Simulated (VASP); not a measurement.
**BiP: single point with LDA**

BiP:

```xyz
2
Lattice="3.8430 0.0000 0.0000 -1.9215 3.3281 0.0000 0.0000 0.0000 4.4519" Properties=species:S:1:pos:R:3 pbc="T T T"
Bi   -0.0004    0.0457    2.2393
P    -0.0170    0.0582    0.0170
```

```json
{
  "Program": "VASP 6.6.1",
  "Task": "single point",
  "Functional": "LDA",
  "Potentials or basis": "VASP PAW LDA potentials, release 64 (Bi_d, P)",
  "Cutoff": "520 eV",
  "k mesh": "7 × 7 × 6",
  "Occupations": "methfessel-paxton, width 0.05 eV",
  "Spin": "no spin polarisation"
}
```

```json
{
 "Pressure": "15.7 GPa",
 "Largest force": "0.180 eV/Å",
 "Band gap on the k mesh": "zero (band 10 reaches 7.08 eV, above the bottom of band 11 at 3.81 eV)"
}
```

Forces in eV/Å, atoms in the order of the input:
```
Bi   0.095 -0.072  0.134
P   -0.095  0.072 -0.134
```

Stress tensor (GPa, compression positive):
```
-0.56  0.00  0.01
 0.00 -0.56 -0.01
 0.01 -0.01 48.10
```

Levels at points of the mesh, in eV from the Fermi level:
| k point | band 6 | band 7 | band 8 | band 9 | band 10 | band 11 | band 12 | band 13 | band 14 | band 15 |
| --- | --- | --- | --- | --- | --- | --- | --- | --- | --- | --- |
| (0.00, 0.00, 0.00) | -14.17 | -6.31 | -5.67 | -1.16 | -1.16 | 3.63 | 5.44 | 5.45 | 7.48 | 7.48 |
| (0.00, 0.00, 0.50) | -12.82 | -11.66 | 0.50 | 0.50 | 1.81 | 1.82 | 3.03 | 4.12 | 4.93 | 7.18 |

Wall time 110 s on 1 thread of AMD EPYC 9R45 (Zen 5), on a shared host, peak memory 0.22 GiB.

Caveat: spin-orbit coupling is left out, which moves the levels of the heavy elements.
